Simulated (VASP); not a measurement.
Wanted: the native input for a VASP 6.6.1 run.

| Property | Result |
| --- | --- |
| Task | single point |
| Functional | PBE |
| Potentials or basis | VASP PAW PBE potentials, release 64 (Sr_sv, Al, O) |
| Cutoff | 600 eV |
| k mesh | 4 × 4 × 4 |
| Occupations | gaussian, width 0.2 eV |
| Spin | no spin polarisation |
| Dipole correction | no |
| Further INCAR settings | ALGO = Normal; EDIFF = 1e-06; NBANDS = 49 |

The structure of SrAlO4 lies in POSCAR:

```
SrAlO4
1.0
   -2.6578450915      2.6578450915      5.6630266234
    2.6578450915     -2.6578450915      5.6630266234
    2.6578450915      2.6578450915     -5.6630266234
Sr Al O
2 2 8
Direct
    0.2500000000      0.7500000000      0.5000000000
    0.5000000000      0.5000000000      0.0000000000
    0.0000000000      0.0000000000      0.0000000000
    0.7500000000      0.2500000000      0.5000000000
    0.0729075478      0.6867901646     -0.0585219652
    0.8685704870      0.9270924522      0.6138826167
    0.7453121298      0.1314295130      1.0585219652
    0.3132098354      0.2546878702      0.3861173833
    0.6770924522      0.5632098354      0.5585219652
    0.0046878702      0.1185704870      0.4414780348
    0.4367901646      0.9953121298      0.1138826167
    0.8814295130      0.3229075478      0.8861173833
```

One way to write it, as run:

INCAR

```
ALGO     = Normal         # electronic algorithm
EDIFF    = 1E-6           # SCF threshold, eV
ENCUT    = 600            # plane-wave cutoff, eV
GGA      = PE             # functional
GGA_COMPAT= False        
ISIF     = 2              # what is computed and relaxed
ISMEAR   = 0              # smearing method
LASPH    = True           # aspherical terms in the spheres
LCHARG   = False          # write CHGCAR
LREAL    = False          # projectors in reciprocal space
LWAVE    = False          # write WAVECAR
NBANDS   = 49             # bands
NELM     = 120            # most SCF steps
PREC     = Accurate       # precision mode
SIGMA    = 0.2            # smearing width, eV
```

KPOINTS

```
k-points
0
Gamma
  4 4 4
```

Potentials or basis: VASP PAW PBE potentials, release 64 (Sr_sv, Al, O).

The run is started by

```bash
$ cat potpaw_PBE.64/Sr_sv/POTCAR potpaw_PBE.64/Al/POTCAR potpaw_PBE.64/O/POTCAR > POTCAR
$ mpirun -np 1 vasp_std > vasp.out
```

Results of the run:

| Property | Result |
| --- | --- |
| Pressure | -0.2 GPa |
| Largest force | 0.041 eV/Å |
| Band gap on the k mesh | zero (bands 37 and 38 overlap by 0.23 eV) |

Wall time 7.4 min on 1 thread of Intel Xeon 8259CL, on a shared host, peak memory 0.46 GiB.
